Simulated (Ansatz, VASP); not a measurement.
# BeTe: VASP beside Ansatz

Contents of INCAR:

```
ALGO = Normal
EDIFF = 1E-7
ENCUT = 520
GGA = PE
ISIF = 2
ISMEAR = 0
LASPH = T
LCHARG = F
LREAL = F
LWAVE = F
NBANDS = 11
NELM = 60
PREC = Accurate
SIGMA = 0.01
```

KPOINTS

```
k-points
0
Gamma
  6 6 6
```

File POSCAR:

```
BeTe
1.0
    0.0000000000      2.8600233458      2.8600233458
    2.8600233458      0.0000000000      2.8600233458
    2.8600233458      2.8600233458      0.0000000000
Be Te
1 1
Direct
    0.0000000000      0.0000000000      0.0000000000
    0.2500000000      0.2500000000      0.2500000000
```

Input for Ansatz:

```yaml
crystal:
  lattice:
    - [0.0, 2.8600233458, 2.8600233458]
    - [2.8600233458, 0.0, 2.8600233458]
    - [2.8600233458, 2.8600233458, 0.0]
  atoms:
    - { symbol: Be, position: [0.0, 0.0, 0.0] }
    - { symbol: Te, position: [0.25, 0.25, 0.25] }
kpoints:
  mp_grid: { grid: [6, 6, 6] }
hamiltonian:
  xc: pbe
scf:
  occupations: { method: fixed }
  n_extra_bands: 4
output:
  forces: true
  stress: true
  eigenvalues: true
```

Alike in both runs: task single point; functional PBE; k mesh 6 × 6 × 6; no spin polarisation.

|  | VASP | Ansatz |
| --- | --- | --- |
| version | VASP 6.6.1 | Ansatz 0.2.0 |
| potentials or method | VASP PAW PBE potentials, release 64 (Be, Te) | plane waves, PAW |
| plane-wave cutoff (eV) | 520 | 420 |
| occupations | gaussian, width 0.01 eV | fixed |
| valence electrons in the cell | 8 | 18 |

VASP gave:

* gap on the k mesh at the Fermi level (eV): 2.08
* pressure (GPa): -1.4

Question: Which values does Ansatz return?

Answer: gap on the k mesh at the Fermi level (eV): 2.10; pressure (GPa): -1.5.

VASP's potentials hold 8 valence electrons a cell and Ansatz's 18, so a difference there can come from the potentials and not from the codes.

Spin-orbit coupling is off throughout.
